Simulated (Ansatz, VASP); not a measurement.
## Two plane-wave programs on Al

The input INCAR:

```
SYSTEM = Al
PREC = Accurate
ENCUT = 600
EDIFF = 1E-6
ISMEAR = -1
SIGMA = 0.05
LREAL = .FALSE.
LASPH = .TRUE.
NELM = 80
ALGO = Fast
ISIF = 3
LWAVE = .FALSE.
LCHARG = .FALSE.
GGA = RE
IVDW = 12
IBRION = 2
NSW = 60
EDIFFG = -0.01
```

Contents of KPOINTS:

```
Automatic mesh
0
G
  11 11 6
  0 0 0
```

POSCAR

```
Al
1.0
    2.8124553515      0.0000000000      0.0000000000
   -1.4062276757      2.4356577814      0.0000000000
    0.0000000000      0.0000000000      4.8668500000
Al
2
Direct
    0.3333333333      0.6666666667      0.2500000000
    0.6666666667      0.3333333333      0.7500000000
```

File input.yaml:

```yaml
crystal:
  lattice:
    - [2.8124553515, 0.0, 0.0]
    - [-1.4062276757, 2.4356577814, 0.0]
    - [0.0, 0.0, 4.86685]
  atoms:
    - { symbol: Al, position: [0.3333333333, 0.6666666667, 0.25] }
    - { symbol: Al, position: [0.6666666667, 0.3333333333, 0.75] }
hamiltonian:
  xc: revpbe
  pseudopotentials: { kind: paw }
  dispersion: d3bj
kpoints:
  mp_grid: { grid: [11, 11, 6] }
scf:
  occupations: { method: fermi_dirac, width: 0.05 }
output:
  forces: true
  stress: true
  eigenvalues: true
relax:
  f_tol: 0.01
  max_steps: 40
  cell: { stress_tol: 0.05 }
```

Alike in both runs: task relaxation of cell and atoms; functional revPBE; dispersion D3(BJ); k mesh 11 × 11 × 6; occupations fermi-dirac, width 0.05 eV; no spin polarisation.

|  | VASP | Ansatz |
| --- | --- | --- |
| version | VASP 6.6.1 | Ansatz 0.2.0 |
| potentials or method | VASP PAW PBE potentials, release 64 (Al) | Ansatz PAW |
| plane-wave cutoff (eV) | 600 | 420 |
| valence electrons in the cell | 6 | 6 |

VASP gave:

```
gap on the k mesh at the Fermi level, each at its own relaxed structure (eV) : none
relaxed volume (Å³/atom)                                                     : 15.50
relaxed cell length with the largest relative difference (Å)                 : 2.787
```

Task: Which values does Ansatz return?

Result: gap on the k mesh at the Fermi level, each at its own relaxed structure (eV): none; relaxed volume (Å³/atom): 15.54; relaxed cell length with the largest relative difference (Å): 2.790.

VASP's potentials were made for PBE, not for revPBE. A gap of «none» marks a metal or a gap that the smearing closes.

Noted on Ansatz's run: the plane-wave basis is chosen anew once the cell has moved, so the energies of steps on either side of that aren't comparable.
